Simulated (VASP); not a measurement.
# Cu: relaxation of cell and atoms with PBEsol

Cu:

```
Cu
1.0
     2.35000    0.00000    0.00000
     0.00000    2.35000    0.00000
     0.00000    0.00000    2.35000
Cu
1
Cartesian
  0.0000 0.0000 0.0000
```

```
Program                : VASP 6.6.1
Task                   : relaxation of cell and atoms
Functional             : PBEsol
Potentials or basis    : VASP PAW PBE potentials, release 64 (Cu)
Cutoff                 : 600 eV
k mesh                 : 10 × 10 × 10
Occupations            : methfessel-paxton, width 0.05 eV
Spin                   : no spin polarisation
Dipole correction      : no
Further INCAR settings : ALGO = Normal; EDIFF = 1e-07; IBRION = 2; EDIFFG = -0.02; NSW = 80; ISIF = 3
```

| Item | Value |
| --- | --- |
| Relaxed volume | 13.17 Å³/atom |
| Relaxed cell | a = 2.362 Å, b = 2.362 Å, c = 2.362 Å, α = 90.00°, β = 90.00°, γ = 90.00° |
| Space group after relaxing (to 0.05 Å) | Pm-3m (No. 221) |
| Energy gained by relaxing | 1.1 meV/atom |
| Ionic steps | 3 |
| Pressure after relaxing | 0.0 GPa |

The path:
```csv
step,energy change (eV),largest force (eV/Å),pressure (GPa),volume (Å³)
1,0.0000,0.0000,1.91,12.98
2,-0.0009,0.0000,-0.87,13.27
3,-0.0011,0.0000,0.01,13.17
```

Final structure:
```
Cu
1.0
     2.36172    0.00000    0.00000
     0.00000    2.36172    0.00000
     0.00000    0.00000    2.36172
Cu
1
Direct
  0.00000 0.00000 0.00000
```

Levels at points of the mesh, in eV from the Fermi level:
| k point | band 3 | band 4 | band 5 | band 6 | band 7 | band 8 |
| --- | --- | --- | --- | --- | --- | --- |
| (0.00, 0.00, 0.00) | -4.07 | -1.36 | -1.36 | -1.36 | 18.06 | 18.06 |
| (0.50, 0.00, 0.00) | -2.19 | -2.19 | -1.56 | -1.28 | 2.12 | 23.80 |
| (0.50, 0.50, 0.00) | -2.03 | -2.03 | -0.79 | 4.29 | 4.29 | 9.17 |
| (0.50, 0.50, 0.50) | -3.72 | -0.74 | -0.74 | 10.33 | 10.33 | 10.33 |

It took 6.8 s on 1 thread of Intel(R) Xeon(R) 6975P-C (Granite Rapids), with other jobs on the host, peak memory 0.12 GiB.

Caveat: the PAW data sets were made with another functional, which shifts forces and pressure a little.
